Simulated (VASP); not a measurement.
# Sr (P6_3/mmc) in VASP: further runs

Sr is run at these levels: RPBE; tasks: single point.

Everything below comes from runs of VASP 6.6.1. Logs are shortened: lines on timing, memory, paths and dates and some standing lists are left out, and cuts for length are marked.

## Step 1: The cell of the first run

Symmetry: P6_3/mmc, No. 194, hexagonal system. Conventional cell: a = 4.523 Å, b = 4.523 Å, c = 14.807 Å, α = 90.00°, β = 90.00°, γ = 120.00°.

## Step 2: Single point, RPBE (volume scaled by 1.12)

The input, INCAR:

```
SYSTEM = Sr
  PREC = Accurate
  ENCUT = 520
  EDIFF = 1E-6
  ISMEAR = -1
  SIGMA = 0.1
  LREAL = .False.
  LASPH = .True.
  NELM = 80
  ALGO = Normal
  ISIF = 2
  LWAVE = .False.
  LCHARG = .False.
  GGA = RP
  NBANDS = 28
```

The input, KPOINTS:

```
regular mesh
0
Gamma
  10 10 3
  0 0 0
```

The input, POSCAR:

```
Sr
1.0
    4.5229329890      0.0000000000      0.0000000000
   -2.2614664945      3.9169748681      0.0000000000
    0.0000000000      0.0000000000     14.8065045689
Sr
4
Direct
    1.0000000000      1.0000000000      0.0000000000
    1.0000000000      1.0000000000      0.5000000000
    0.3333333333      0.6666666667      0.2500000000
    0.6666666667      0.3333333333      0.7500000000
```

Potentials or basis: VASP PAW PBE potentials, release 64 (Sr_sv).

The run is started by

```console
> cat potpaw_PBE.64/Sr_sv/POTCAR > POTCAR
> mpirun -np 1 vasp_std > vasp.out
```

OUTCAR:

```text
SYSTEM = Sr
   PREC = Accurate
   ENCUT = 520
   EDIFF = 1E-6
   ISMEAR = -1
   LREAL = .False.
   LASPH = .True.
   NELM = 80
   ISIF = 2
   GGA = RP

 ion  position               nearest neighbor table
   1  0.000  0.000  0.000-   3 4.53   4 4.53   4 4.53   3 4.53   4 4.53   3 4.53
   2  0.000  0.000  0.500-   3 4.53   4 4.53   4 4.53   3 4.53   4 4.53   3 4.53
   3  0.333  0.667  0.250-   1 4.53   2 4.53   1 4.53   2 4.53   1 4.53   2 4.53
   4  0.667  0.333  0.750-   1 4.53   2 4.53   1 4.53   2 4.53   1 4.53   2 4.53

  LATTYP: Found a hexagonal cell.
 ALAT       =     4.5229329890
 C/A-ratio  =     3.2736511031

  Lattice vectors:

 A1 = (   4.5229329890,   0.0000000000,   0.0000000000)
 A2 = (  -2.2614664945,   3.9169748681,   0.0000000000)
 A3 = (   0.0000000000,   0.0000000000,  14.8065045689)

Analysis of symmetry for initial positions (statically):
=====================================================================
 Subroutine PRICEL returns:
 Original cell was already a primitive cell.

 Routine SETGRP: Setting up the symmetry group for a
 hexagonal supercell.

 Subroutine GETGRP returns: Found 24 space group operations
 (whereof 12 operations were pure point group operations)
 out of a pool of 24 trial point group operations.

The static configuration has the point symmetry D_3d.
 The point group associated with its full space group is D_6h.

Analysis of symmetry for dynamics (positions and initial velocities):
=====================================================================
 Subroutine PRICEL returns:
 Original cell was already a primitive cell.

 Routine SETGRP: Setting up the symmetry group for a
 hexagonal supercell.

 Subroutine GETGRP returns: Found 24 space group operations
 (whereof 12 operations were pure point group operations)
 out of a pool of 24 trial point group operations.

The dynamic configuration has the point symmetry D_3d.
 The point group associated with its full space group is D_6h.

 Subroutine INISYM returns: Found 24 space group operations
 (whereof 12 operations are pure point group operations),
 and found     1 'primitive' translations

----------------------------------------------------------------------------------------

                                     Primitive cell

  volume of cell :     262.3152

  direct lattice vectors                    reciprocal lattice vectors
     4.522932989  0.000000000  0.000000000     0.221095471  0.127649530  0.000000000
    -2.261466495  3.916974868  0.000000000     0.000000000  0.255299060  0.000000000
     0.000000000  0.000000000 14.806504569     0.000000000  0.000000000  0.067537885

  length of vectors
     4.522932989  4.522932989 14.806504569     0.255299060  0.255299060  0.067537885

  position of ions in fractional coordinates (direct lattice)
     0.000000000  0.000000000  0.000000000
     0.000000000  0.000000000  0.500000000
     0.333333333  0.666666667  0.250000000
     0.666666667  0.333333333  0.750000000

  ion indices of the primitive-cell ions
   primitive index   ion index
                 1           1
                 2           2
                 3           3
                 4           4

----------------------------------------------------------------------------------------

 KPOINTS: regular mesh

Automatic generation of k-mesh.
 Grid dimensions read from file:
 generate k-points for:   10   10    3

 Generating k-lattice:

  Cartesian coordinates                     Fractional coordinates (reciprocal lattice)
     0.022109547  0.012764953  0.000000000     0.100000000 -0.000000000  0.000000000
     0.000000000  0.025529906  0.000000000     0.000000000  0.100000000  0.000000000
     0.000000000  0.000000000  0.022512628     0.000000000  0.000000000  0.333333333

  Length of vectors
     0.025529906  0.025529906  0.022512628

  Shift w.r.t. Gamma in fractional coordinates (k-lattice)
     0.000000000  0.000000000  0.000000000

 Subroutine IBZKPT returns following result:
 ===========================================

 Found     28 irreducible k-points:

 Following reciprocal coordinates:
            Coordinates               Weight
  0.000000  0.000000  0.000000      1.000000
  0.100000  0.000000  0.000000      6.000000
  0.200000  0.000000  0.000000      6.000000
  0.300000  0.000000  0.000000      6.000000
  0.400000  0.000000  0.000000      6.000000
  0.500000  0.000000  0.000000      3.000000
[... 16 lines left out ...]
  0.300000  0.100000  0.333333     24.000000
  0.400000  0.100000  0.333333     24.000000
 [... further k-points ...]
   k-points           NKPTS =     28   k-points in BZ     NKDIM =     28   number of bands    NBANDS=     28
   number of dos      NEDOS =    301   number of ions     NIONS =      4
   total plane-waves  NPLWV = 145152
   dimension x,y,z NGX =    36 NGY =   36 NGZ =  112
   dimension x,y,z NGXF=    72 NGYF=   72 NGZF=  224
   ions per type =               4
   NGX,Y,Z   is equivalent  to a cutoff of  13.23, 13.23, 12.58 a.u.
   NGXF,Y,Z  is equivalent  to a cutoff of  26.46, 26.46, 25.15 a.u.
 SYSTEM =  Sr
   PREC   = accura    normal or accurate (medium, high low for compatibility)
   ISTART =      0    job   : 0-new  1-cont  2-samecut
   ICHARG =      2    charge: 1-file 2-atom 10-const
   ISPIN  =      1    spin polarized calculation?
   LNONCOLLINEAR =      F non collinear calculations
   LSORBIT =      F    spin-orbit coupling
   LASPH  =      T    aspherical Exc in radial PAW
   ENCUT  =  520.0 eV  38.22 Ry    6.18 a.u.   8.41  8.41 27.53*2*pi/ulx,y,z
   NELM   =     80;   NELMIN=  2; NELMDL= -5     # of ELM steps
   EDIFF  = 0.1E-05   stopping-criterion for ELM
   LREAL  =      F    real-space projection
   EDIFFG = 0.1E-04   stopping-criterion for IOM
   NSW    =      0    number of steps for IOM
   IBRION =     -1    ionic relax: 0-MD 1-quasi-New 2-CG
   NFREE  =      0    steps in history (QN), initial steepest desc. (CG)
   ISIF   =      2    stress and relaxation
   ISYM   =      2    0-nonsym 1-usesym 2-fastsym
   POTIM  = 0.5000    time-step for ionic-motion
   TEBEG  =    0.0;   TEEND  =   0.0 temperature during run
   PSTRESS=    0.0 pullay stress
   NELECT =      40.0000    total number of electrons
   NUPDOWN=      -1.0000    fix difference up-down
   EMIN   =  10.00;   EMAX   =-10.00  energy-range for DOS
   EFERMI =   0.00;   METHOD = LEGACY
   ISMEAR =    -1;   SIGMA  =   0.10  broadening in eV -4-tet -1-fermi 0-gaus
   EFERMI_NEDOS =   21; number of points for ismear=-14 and -15
   IALGO  =     38    algorithm
   IMIX   =      4    mixing-type and parameters
     AMIX     =   0.40;   BMIX     =  1.00
     AMIX_MAG =   1.60;   BMIX_MAG =  1.00
  volume/ion in A,a.u.               =      65.58       442.55
  Fermi-wavevector in a.u.,A,eV,Ry     =   0.874622  1.652796 10.407959  0.764963
  Thomas-Fermi vector in A             =   1.994179
   LORBIT       =      0    0 simple, 1 ext, 2 COOP (PROOUT), +10 PAW based schemes
   GGA     = RP    functional components
   LHFCALC =     F    Hartree Fock is set to
   AEXX    =    0.0000 exact exchange contribution
   IVDW    =     0    specifies the selected vdW correction
   LEPSILON=     F    determine dielectric tensor
   LRPA    =     F    only Hartree local field effects (RPA)
 non-spin polarized calculation
  energy-cutoff  :      520.00
  volume of cell :      262.32
 maximum number of plane-waves:      7117
 NGX is ok and might be reduce to    36
   NGX = 17   NGY = 17   NGZ = 55

 number of electron      40.0000000 magnetization

 Free energy of the ion-electron system (eV)
  ---------------------------------------------------
  ext. energy  EPLUGINS =         0.00000000
  ---------------------------------------------------
  free energy    TOTEN  =        -5.84645724 eV

  energy without entropy =       -5.65794634  energy(sigma->0) =       -5.75220179

 E-fermi :   1.0946     XC(G=0):  -6.7326

 val. band max:        1.0805423981   @ k =   0.3000   0.0000   0.0000
 cond. band min:       1.0963087116   @ k =   0.2000   0.1000   0.0000
 fundamental gap:      0.0157663135
 Fermi energy:         1.0946208029

 k-point     1 :       0.0000    0.0000    0.0000
  band No.  band energies     occupation
      1     -35.9016      2.00000
      2     -35.8997      2.00000
      3     -35.8976      2.00000
      4     -35.8957      2.00000
      5     -17.9084      2.00000
      6     -17.8600      2.00000
[... 20 lines left out ...]
     27       3.2730      0.00000
     28       3.3051      0.00000

 k-point     2 :       0.1000    0.0000    0.0000
  band No.  band energies     occupation
      1     -35.9012      2.00000
      2     -35.8993      2.00000
      3     -35.8973      2.00000
      4     -35.8954      2.00000
      5     -17.9054      2.00000
      6     -17.8611      2.00000
[... 20 lines left out ...]
     27       3.3056      0.00000
     28       3.3937      0.00000

 k-point     3 :       0.2000    0.0000    0.0000
  band No.  band energies     occupation
      1     -35.8999      2.00000
      2     -35.8983      2.00000
      3     -35.8963      2.00000
      4     -35.8948      2.00000
      5     -17.8969      2.00000
      6     -17.8680      2.00000
[... 20 lines left out ...]
     27       3.2242      0.00000
     28       3.4829      0.00000

 k-point     4 :       0.3000    0.0000    0.0000
  band No.  band energies     occupation
      1     -35.8982      2.00000
      2     -35.8972      2.00000
      3     -35.8951      2.00000
      4     -35.8941      2.00000
      5     -17.8895      2.00000
      6     -17.8847      2.00000
[... 578 lines left out ...]
     27       3.0171      0.00000
     28       3.1165      0.00000

 k-point    23 :       0.3000    0.1000    0.3333
  band No.  band energies     occupation
      1     -35.8971      2.00000
      2     -35.8967      2.00000
      3     -35.8942      2.00000
      4     -35.8939      2.00000
      5     -17.8945      2.00000
      6     -17.8899      2.00000
[... 20 lines left out ...]
     27       2.7228      0.00000
     28       2.9200      0.00000

 k-point    24 :       0.4000    0.1000    0.3333
  band No.  band energies     occupation
      1     -35.8961      2.00000
      2     -35.8959      2.00000
      3     -35.8937      2.00000
      4     -35.8935      2.00000
      5     -17.9035      2.00000
      6     -17.9023      2.00000
[... 20 lines left out ...]
     27       2.5943      0.00000
     28       2.8635      0.00000

 [... further k-points ...]

------------------------ aborting loop because EDIFF is reached ----------------------------------------

  FORCE on cell =-STRESS in cart. coord.  units (eV):
  Direction    XX          YY          ZZ          XY          YZ          ZX
  --------------------------------------------------------------------------------------
  -------------------------------------------------------------------------------------
  Total       -1.6617020     -1.6617020     -1.6468918      0.0000000      0.0000000      0.0000000
  in kB      -10.1493972    -10.1493972    -10.0589389      0.0000000      0.0000000      0.0000000
  external PRESSURE =     -10.1192444 kB  Pullay stress =       0.0000000 kB

 VOLUME and BASIS-vectors are now :
 -----------------------------------------------------------------------------
  energy-cutoff  :      520.00
  volume of cell :      262.32
      direct lattice vectors                 reciprocal lattice vectors
     4.522932989  0.000000000  0.000000000     0.221095471  0.127649530  0.000000000
    -2.261466495  3.916974868  0.000000000     0.000000000  0.255299060  0.000000000
     0.000000000  0.000000000 14.806504569     0.000000000  0.000000000  0.067537885

 POSITION                                       TOTAL-FORCE (eV/Angst)
 -----------------------------------------------------------------------------------
      0.00000      0.00000      0.00000        -0.000000      0.000000     -0.000000
      0.00000      0.00000      7.40325        -0.000000      0.000000     -0.000000
     -0.00000      2.61132      3.70163         0.000000      0.000000     -0.000000
      2.26147      1.30566     11.10488        -0.000000     -0.000000      0.000000
 -----------------------------------------------------------------------------------
    total drift:                               -0.000000      0.000000      0.000000

  FREE ENERGIE OF THE ION-ELECTRON SYSTEM (eV)
  ---------------------------------------------------
  free  energy   TOTEN  =        -5.8464572417 eV

  energy  without entropy=       -5.6579463377  energy(sigma->0) =       -5.75220179
```

Run time: 2 min. Hardware: 1 thread of Intel Xeon 6975P-C (Granite Rapids), shared host; peak memory 0.45 GiB.

Results:

* Free energy: -5.8465 eV
* Pressure: -1.0 GPa
* Band gap on the k mesh: zero (band 20 reaches 1.23 eV, above the bottom of band 21 at 0.99 eV)

Caveat: the PAW data sets were made with another functional, which shifts forces and pressure a little.

(Continued in part 2 of 2.)
